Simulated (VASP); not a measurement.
# CoO (R-3m) in VASP: further runs

The runs below take CoO through single point, relaxation of cell and atoms, with PBE+U.

Program: VASP 6.6.1. These are calculated values, not measurements. Logs are shortened: lines on timing, memory, paths and dates and some standing lists are left out, and cuts for length are marked.

## 1. The cell of the first run

Symmetry: R-3m, No. 166, trigonal system. The conventional cell has a = 2.998 Å, b = 2.998 Å, c = 7.236 Å, α = 90.00°, β = 90.00°, γ = 120.00°. Co (site symmetry -3m) has 6 O at 2.11 Å within 2.8 Å. O (site symmetry -3m) has 6 Co at 2.11 Å within 2.8 Å.

## 2. Single point, PBE+U, collinear spin, ferromagnetic start

Input file INCAR:

```
SYSTEM = CoO
PREC     = Accurate       ! precision mode
ENCUT    = 700            ! plane-wave cutoff, eV
EDIFF    = 1E-6           ! SCF threshold, eV
ISMEAR   = 0              ! smearing method
SIGMA    = 0.02           ! smearing width, eV
LREAL    = .False.        ! projectors in reciprocal space
LASPH    = .True.         ! aspherical terms in the spheres
NELM     = 200            ! most SCF steps
ALGO     = Normal         ! electronic algorithm
ISIF     = 2              ! what is computed and relaxed
LWAVE    = .False.        ! write WAVECAR
LCHARG   = .True.         ! write CHGCAR
ISPIN    = 2              ! spin polarisation
MAGMOM   = 2.85 0.26      ! initial moments
LORBIT   = 11             ! projections on sites
LMAXMIX  = 4              ! l up to which the mixer works
LDAU     = .True.         ! DFT+U
LDAUTYPE = 2            
LDAUL    = 2 -1           ! shell
LDAUU    = 3.32 0         ! U, eV
LDAUJ    = 0 0          
LDAUPRINT= 1            
GGA      = PE             ! functional
LELF     = .True.         ! ELF
LVHAR    = .True.       
NBANDS   = 22             ! bands
GGA_COMPAT= .False.
```

Input file KPOINTS:

```
Automatic mesh
0
Gamma
  12 12 12
  0 0 0
```

Input file POSCAR:

```
CoO
1.0
    1.4989418984      0.8654145085      2.4121645444
   -1.4989418984      0.8654145085      2.4121645444
    0.0000000000     -1.7308290171      2.4121645444
Co O
1 1
Direct
    0.0000000000      0.0000000000      0.0000000000
    0.5000000000      0.5000000000      0.5000000000
```

Potentials or basis: VASP PAW PBE potentials, release 64 (Co_sv, O).

Started as:

```sh
> cat potpaw_PBE.64/Co_sv/POTCAR potpaw_PBE.64/O/POTCAR > POTCAR
> mpirun -np 1 vasp_std > vasp.out
```

OUTCAR:

```text
SYSTEM = CoO
   PREC = Accurate
   ENCUT = 700
   EDIFF = 1E-6
   ISMEAR = 0
   LREAL = .False.
   LASPH = .True.
   NELM = 200
   ISIF = 2
   ISPIN = 2
   LORBIT = 11
   GGA = PE

 ion  position               nearest neighbor table
   1  0.000  0.000  0.000-   2 2.11   2 2.11   2 2.11   2 2.11   2 2.11   2 2.11
   2  0.500  0.500  0.500-   1 2.11   1 2.11   1 2.11   1 2.11   1 2.11   1 2.11

  LATTYP: Found a trigonal (rhomboedric) cell.
 ALAT       =     2.9688898389
 COS(alpha) =     0.4901863875

  Lattice vectors:

 A1 = (   1.4989418984,   0.8654145085,   2.4121645444)
 A2 = (  -1.4989418984,   0.8654145085,   2.4121645444)
 A3 = (   0.0000000000,  -1.7308290171,   2.4121645444)

Analysis of symmetry for initial positions (statically):
=====================================================================
 Subroutine PRICEL returns:
 Original cell was already a primitive cell.

 Routine SETGRP: Setting up the symmetry group for a
 trigonal (rhombohedral) supercell.

 Subroutine GETGRP returns: Found 12 space group operations
 (whereof 12 operations were pure point group operations)
 out of a pool of 12 trial point group operations.

The static configuration has the point symmetry D_3d.

Analysis of symmetry for dynamics (positions and initial velocities):
=====================================================================
 Subroutine PRICEL returns:
 Original cell was already a primitive cell.

 Routine SETGRP: Setting up the symmetry group for a
 trigonal (rhombohedral) supercell.

 Subroutine GETGRP returns: Found 12 space group operations
 (whereof 12 operations were pure point group operations)
 out of a pool of 12 trial point group operations.

The dynamic configuration has the point symmetry D_3d.

Analysis of structural, dynamic, and magnetic symmetry:
=====================================================================
 Subroutine PRICEL returns:
 Original cell was already a primitive cell.

 Routine SETGRP: Setting up the symmetry group for a
 trigonal (rhombohedral) supercell.

 Subroutine GETGRP returns: Found 12 space group operations
 (whereof 12 operations were pure point group operations)
 out of a pool of 12 trial point group operations.

The overall configuration has the point symmetry D_3d.

 Subroutine INISYM returns: Found 12 space group operations
 (whereof 12 operations are pure point group operations),
 and found     1 'primitive' translations

----------------------------------------------------------------------------------------

                                     Primitive cell

  volume of cell :      18.7744

  direct lattice vectors                    reciprocal lattice vectors
     1.498941898  0.865414509  2.412164544     0.333568633  0.192585940  0.138188472
    -1.498941898  0.865414509  2.412164544    -0.333568633  0.192585940  0.138188472
     0.000000000 -1.730829017  2.412164544     0.000000000 -0.385171880  0.138188472

  length of vectors
     2.968889839  2.968889839  2.968889839     0.409210742  0.409210742  0.409210742

  position of ions in fractional coordinates (direct lattice)
     0.000000000  0.000000000  0.000000000
     0.500000000  0.500000000  0.500000000

  ion indices of the primitive-cell ions
   primitive index   ion index
                 1           1
                 2           2

----------------------------------------------------------------------------------------

 KPOINTS: Automatic mesh

Automatic generation of k-mesh.
 Grid dimensions read from file:
 generate k-points for:   12   12   12

 Generating k-lattice:

  Cartesian coordinates                     Fractional coordinates (reciprocal lattice)
     0.027797386  0.016048828  0.011515706     0.083333333 -0.000000000  0.000000000
    -0.027797386  0.016048828  0.011515706    -0.000000000  0.083333333  0.000000000
     0.000000000 -0.032097657  0.011515706     0.000000000  0.000000000  0.083333333

  Length of vectors
     0.034100895  0.034100895  0.034100895

  Shift w.r.t. Gamma in fractional coordinates (k-lattice)
     0.000000000  0.000000000  0.000000000

 Subroutine IBZKPT returns following result:
 ===========================================

 Found    189 irreducible k-points:

 Following reciprocal coordinates:
            Coordinates               Weight
  0.000000  0.000000  0.000000      1.000000
  0.083333 -0.000000  0.000000      6.000000
  0.166667  0.000000  0.000000      6.000000
  0.250000  0.000000 -0.000000      6.000000
  0.333333  0.000000  0.000000      6.000000
  0.416667  0.000000 -0.000000      6.000000
[... 16 lines left out ...]
  0.500000  0.166667  0.000000     12.000000
 -0.416667  0.166667  0.000000     12.000000
 [... further k-points ...]
   k-points           NKPTS =    189   k-points in BZ     NKDIM =    189   number of bands    NBANDS=     22
   number of dos      NEDOS =    301   number of ions     NIONS =      2
   total plane-waves  NPLWV =  21952
   dimension x,y,z NGX =    28 NGY =   28 NGZ =   28
   dimension x,y,z NGXF=    56 NGYF=   56 NGZF=   56
   ions per type =               1   1
   NGX,Y,Z   is equivalent  to a cutoff of  15.68, 15.68, 15.68 a.u.
   NGXF,Y,Z  is equivalent  to a cutoff of  31.36, 31.36, 31.36 a.u.
 SYSTEM =  CoO
   PREC   = accura    normal or accurate (medium, high low for compatibility)
   ISTART =      0    job   : 0-new  1-cont  2-samecut
   ICHARG =      2    charge: 1-file 2-atom 10-const
   ISPIN  =      2    spin polarized calculation?
   LNONCOLLINEAR =      F non collinear calculations
   LSORBIT =      F    spin-orbit coupling
   LASPH  =      T    aspherical Exc in radial PAW
   ENCUT  =  700.0 eV  51.45 Ry    7.17 a.u.   6.40  6.40  6.40*2*pi/ulx,y,z
   NELM   =    200;   NELMIN=  2; NELMDL= -5     # of ELM steps
   EDIFF  = 0.1E-05   stopping-criterion for ELM
   LREAL  =      F    real-space projection
   EDIFFG = 0.1E-04   stopping-criterion for IOM
   NSW    =      0    number of steps for IOM
   IBRION =     -1    ionic relax: 0-MD 1-quasi-New 2-CG
   NFREE  =      0    steps in history (QN), initial steepest desc. (CG)
   ISIF   =      2    stress and relaxation
   ISYM   =      2    0-nonsym 1-usesym 2-fastsym
   POTIM  = 0.5000    time-step for ionic-motion
   TEBEG  =    0.0;   TEEND  =   0.0 temperature during run
   PSTRESS=    0.0 pullay stress
   NELECT =      23.0000    total number of electrons
   NUPDOWN=      -1.0000    fix difference up-down
   EMIN   =  10.00;   EMAX   =-10.00  energy-range for DOS
   EFERMI =   0.00;   METHOD = LEGACY
   ISMEAR =     0;   SIGMA  =   0.02  broadening in eV -4-tet -1-fermi 0-gaus
   EFERMI_NEDOS =   21; number of points for ismear=-14 and -15
   IALGO  =     38    algorithm
   IMIX   =      4    mixing-type and parameters
     AMIX     =   0.40;   BMIX     =  1.00
     AMIX_MAG =   1.60;   BMIX_MAG =  1.00
  volume/ion in A,a.u.               =       9.39        63.35
  Fermi-wavevector in a.u.,A,eV,Ry     =   1.751708  3.310248 41.749220  3.068481
  Thomas-Fermi vector in A             =   2.822180
   LORBIT       =     11    0 simple, 1 ext, 2 COOP (PROOUT), +10 PAW based schemes
 LDA+U is selected, type is set to LDAUTYPE =  2
   angular momentum for each species LDAUL =     2   -1
   U (eV)           for each species LDAUU =   3.3  0.0
   J (eV)           for each species LDAUJ =   0.0  0.0
   GGA     = PE    functional components
   LHFCALC =     F    Hartree Fock is set to
   AEXX    =    0.0000 exact exchange contribution
   IVDW    =     0    specifies the selected vdW correction
   LEPSILON=     F    determine dielectric tensor
   LRPA    =     F    only Hartree local field effects (RPA)
 spin polarized calculation
 Gauss-broadening in eV      SIGMA  =   0.02
  energy-cutoff  :      700.00
  volume of cell :       18.77
 maximum number of plane-waves:       809
 NGX is ok and might be reduce to    28
   NGX = 13   NGY = 13   NGZ = 13

atom =   1  type =  1  l = 2

 onsite density matrix

spin component  1

  0.9361  0.0000 -0.0000 -0.0147 -0.0000
  0.0000  0.9460 -0.0000 -0.0000 -0.0147
 -0.0000 -0.0000  0.9208  0.0000 -0.0000
 -0.0147 -0.0000  0.0000  0.9460 -0.0000
 -0.0000 -0.0147 -0.0000 -0.0000  0.9361

spin component  2

  0.4106 -0.0000  0.0000  0.1317 -0.0000
 -0.0000  0.1511 -0.0000  0.0000  0.1317
  0.0000 -0.0000  0.9046 -0.0000 -0.0000
  0.1317  0.0000 -0.0000  0.1511  0.0000
 -0.0000  0.1317 -0.0000  0.0000  0.4106

 occupancies and eigenvectors

  o =  0.0960  v =  0.0000  0.0000  0.0000  0.0000  0.0000  0.0000  0.9225  0.0000  0.0000 -0.3861      0.0000  0.0000  0.0000  0.0000  0.0000  0.0000  0.0000  0.0000  0.0000  0.0000
  o =  0.0960  v =  0.0000  0.0000  0.0000  0.0000  0.0000  0.3861  0.0000 -0.0000 -0.9225  0.0000      0.0000  0.0000  0.0000  0.0000  0.0000  0.0000  0.0000  0.0000  0.0000  0.0000
  o =  0.4658  v =  0.0000  0.0000  0.0000  0.0000  0.0000 -0.9225  0.0000 -0.0000 -0.3861  0.0000      0.0000  0.0000  0.0000  0.0000  0.0000  0.0000  0.0000  0.0000  0.0000  0.0000
  o =  0.4658  v =  0.0000  0.0000  0.0000  0.0000  0.0000  0.0000 -0.3861 -0.0000  0.0000 -0.9225      0.0000  0.0000  0.0000  0.0000  0.0000  0.0000  0.0000  0.0000  0.0000  0.0000
  o =  0.9046  v =  0.0000  0.0000  0.0000  0.0000  0.0000  0.0000 -0.0000  1.0000  0.0000 -0.0000      0.0000  0.0000  0.0000  0.0000  0.0000  0.0000  0.0000  0.0000  0.0000  0.0000
  o =  0.9208  v =  0.0000 -0.0000 -1.0000  0.0000 -0.0000  0.0000  0.0000  0.0000  0.0000  0.0000      0.0000  0.0000  0.0000  0.0000  0.0000  0.0000  0.0000  0.0000  0.0000  0.0000
  o =  0.9255  v = -0.8115 -0.0000  0.0000 -0.5843 -0.0000  0.0000  0.0000  0.0000  0.0000  0.0000      0.0000  0.0000  0.0000  0.0000  0.0000  0.0000  0.0000  0.0000  0.0000  0.0000
  o =  0.9255  v =  0.0000 -0.5843  0.0000  0.0000 -0.8115  0.0000  0.0000  0.0000  0.0000  0.0000      0.0000  0.0000  0.0000  0.0000  0.0000  0.0000  0.0000  0.0000  0.0000  0.0000
  o =  0.9566  v = -0.0000  0.8115 -0.0000  0.0000 -0.5843  0.0000  0.0000  0.0000  0.0000  0.0000      0.0000  0.0000  0.0000  0.0000  0.0000  0.0000  0.0000  0.0000  0.0000  0.0000
  o =  0.9566  v = -0.5843 -0.0000  0.0000  0.8115  0.0000  0.0000  0.0000  0.0000  0.0000  0.0000      0.0000  0.0000  0.0000  0.0000  0.0000  0.0000  0.0000  0.0000  0.0000  0.0000

 number of electron      22.9999994 magnetization       3.0000378

 Free energy of the ion-electron system (eV)
  ---------------------------------------------------
  ext. energy  EPLUGINS =         0.00000000
  ---------------------------------------------------
  free energy    TOTEN  =       -11.20708296 eV

  energy without entropy =      -11.20675390  energy(sigma->0) =      -11.20691843

 E-fermi :   9.3415     XC(G=0): -12.8336

 val. band max:        9.3408974885   @ k =  -0.2500   0.2500   0.1667
 cond. band min:       9.3437760712   @ k =  -0.4167   0.1667   0.1667
 fundamental gap:      0.0028785827
 Fermi energy:         9.3414801872

 spin component 1

 k-point     1 :       0.0000    0.0000    0.0000
  band No.  band energies     occupation
      1     -87.6728      1.00000
      2     -51.0828      1.00000
      3     -51.0828      1.00000
      4     -50.5968      1.00000
      5     -10.9473      1.00000
      6       4.5083      1.00000
[... 1193 lines left out ...]
     21      37.6629      0.00000
     22      39.2155      0.00000

 [... further k-points ...]

------------------------ aborting loop because EDIFF is reached ----------------------------------------

  FORCE on cell =-STRESS in cart. coord.  units (eV):
  Direction    XX          YY          ZZ          XY          YZ          ZX
  --------------------------------------------------------------------------------------
  -------------------------------------------------------------------------------------
  Total        0.8670870      0.8670870      0.7359865      0.0000000     -0.0000000      0.0000000
  in kB       73.9956348     73.9956348     62.8077553      0.0000000     -0.0000000      0.0000000
  external PRESSURE =      70.2663416 kB  Pullay stress =       0.0000000 kB

 VOLUME and BASIS-vectors are now :
 -----------------------------------------------------------------------------
  energy-cutoff  :      700.00
  volume of cell :       18.77
      direct lattice vectors                 reciprocal lattice vectors
     1.498941898  0.865414509  2.412164544     0.333568633  0.192585940  0.138188472
    -1.498941898  0.865414509  2.412164544    -0.333568633  0.192585940  0.138188472
     0.000000000 -1.730829017  2.412164544     0.000000000 -0.385171880  0.138188472

 POSITION                                       TOTAL-FORCE (eV/Angst)
 -----------------------------------------------------------------------------------
      0.00000      0.00000      0.00000        -0.000000     -0.000000     -0.000000
      0.00000     -0.00000      3.61825         0.000000      0.000000      0.000000
 -----------------------------------------------------------------------------------
    total drift:                                0.000000      0.000000      0.000000

  FREE ENERGIE OF THE ION-ELECTRON SYSTEM (eV)
  ---------------------------------------------------
  free  energy   TOTEN  =       -11.2070829578 eV

  energy  without entropy=      -11.2067538992  energy(sigma->0) =      -11.20691843

 total charge

# of ion       s       p       d       tot
------------------------------------------
    1        2.148   6.070   6.687  14.905
    2        1.548   3.475   0.000   5.023
--------------------------------------------------
tot          3.696   9.545   6.687  19.928

 magnetization (x)

# of ion       s       p       d       tot
------------------------------------------
    1        0.014   0.011   2.652   2.677
    2        0.026   0.229   0.000   0.255
--------------------------------------------------
tot          0.040   0.240   2.652   2.932
```

Wall time 4.8 min (1 thread of AMD EPYC 7R13 (Zen 3), shared host); peak memory 0.27 GiB.

Results:

| Property | Result |
| --- | --- |
| Free energy | -11.2071 eV |
| Pressure | 7.0 GPa |
| Band gap on the k mesh | zero (filled and empty bands overlap) |
| Net moment | 3.00 μB per cell |
| Site moments | Co +2.68; O +0.26 μB |
| Valence electrons inside the program's atomic spheres | Co 14.90; O 5.02 |

Eigenvalues of the final occupation matrices:
| site | spin | trace | eigenvalues |
| --- | --- | --- | --- |
| site 1 d | 1 | 4.68 | 0.92 0.93 0.93 0.96 0.96 |
| site 1 d | 2 | 2.03 | 0.10 0.10 0.47 0.47 0.90 |

Caveat: the cell stands under pressure; a cell with one magnetic atom can't hold antiferromagnetic order, which such compounds often take.

## 3. Single point, PBE+U, collinear spin, ferromagnetic start

This run uses another cell than the first one, of 10.31 Å³/atom.

Input file INCAR:

```
PREC = Accurate
ENCUT = 520
EDIFF = 1E-6
ISMEAR = 0
SIGMA = 0.02
LREAL = F
LASPH = T
NELM = 150
ALGO = Normal
ISIF = 2
LWAVE = F
LCHARG = F
ISPIN = 2
MAGMOM = 2.88 0.24
LORBIT = 11
LMAXMIX = 4
LDAU = T
LDAUTYPE = 2
LDAUL = 2 -1
LDAUU = 3.32 0
LDAUJ = 0 0
LDAUPRINT = 1
GGA = PE
NBANDS = 18
```

Input file KPOINTS:

```
regular mesh
0
Gamma
  12 12 12
```

Input file POSCAR:

```
CoO
1.0
    1.5465681908      0.8929115613      2.4890363489
   -1.5465681908      0.8929115613      2.4890363489
    0.0000000000     -1.7858231225      2.4890363489
Co O
1 1
Direct
    0.0000000000      0.0000000000      0.0000000000
    0.5000000000      0.5000000000      0.5000000000
```

Potentials or basis: VASP PAW PBE potentials, release 64 (Co, O).

Started as:

```sh
> cat potpaw_PBE.64/Co/POTCAR potpaw_PBE.64/O/POTCAR > POTCAR
> mpirun -np 1 vasp_std > vasp.out
```

Wall time 4.3 min (1 thread of Intel Xeon 8259CL, shared host); peak memory 0.23 GiB.

The run converged. Its results:

| Property | Result |
| --- | --- |
| Free energy | -11.4473 eV |
| Pressure | -10.1 GPa |
| Band gap on the k mesh | zero (filled and empty bands overlap) |
| Net moment | 3.00 μB per cell |
| Site moments | Co +2.73; O +0.24 μB |
| Valence electrons inside the program's atomic spheres | Co 7.71; O 4.97 |

Stress tensor (GPa, compression positive):
```
 -9.93   0.00   0.00
  0.00  -9.93   0.00
  0.00   0.00 -10.36
```

Levels at points of the mesh, in eV from the Fermi level:
Spin up:
```tsv
k point	band 5	band 6	band 7	band 8	band 9	band 10	band 11	band 12	band 13	band 14
(0.00, 0.00, 0.00)	-4.61	-3.92	-2.52	-2.52	-2.41	0.91	16.78	16.78	16.85	17.36
(0.50, 0.00, 0.00)	-4.05	-3.56	-3.05	-0.58	-0.53	5.16	8.92	13.13	13.37	19.25
(0.50, 0.50, 0.00)	-4.08	-3.84	-3.70	-3.58	-3.30	5.57	9.72	10.86	15.12	15.38
(0.50, 0.50, 0.50)	-4.10	-4.10	-2.55	-0.55	-0.55	5.09	9.12	12.93	12.93	19.21
```
Spin down:
```csv
k point,band 3,band 4,band 5,band 6,band 7,band 8,band 9,band 10
"(0.00, 0.00, 0.00)",-2.06,-2.06,-1.96,-0.80,-0.80,1.44,1.57,1.57
"(0.50, 0.00, 0.00)",-3.81,-3.56,-1.46,-0.02,0.48,3.63,3.73,5.44
"(0.50, 0.50, 0.00)",-3.26,-3.15,-2.63,-0.54,0.22,2.10,2.26,6.54
"(0.50, 0.50, 0.50)",-3.84,-3.84,-1.14,0.39,0.39,3.63,3.63,5.37
```

Eigenvalues of the final occupation matrices:
```csv
site,spin,trace,eigenvalues
site 1 d,1,4.91,0.97 0.97 0.97 1.00 1.00
site 1 d,2,2.21,0.12 0.12 0.51 0.51 0.96
```

Caveat: the cell stands under tension; a cell with one magnetic atom can't hold antiferromagnetic order, which such compounds often take.

(Continued in part 2 of 2.)
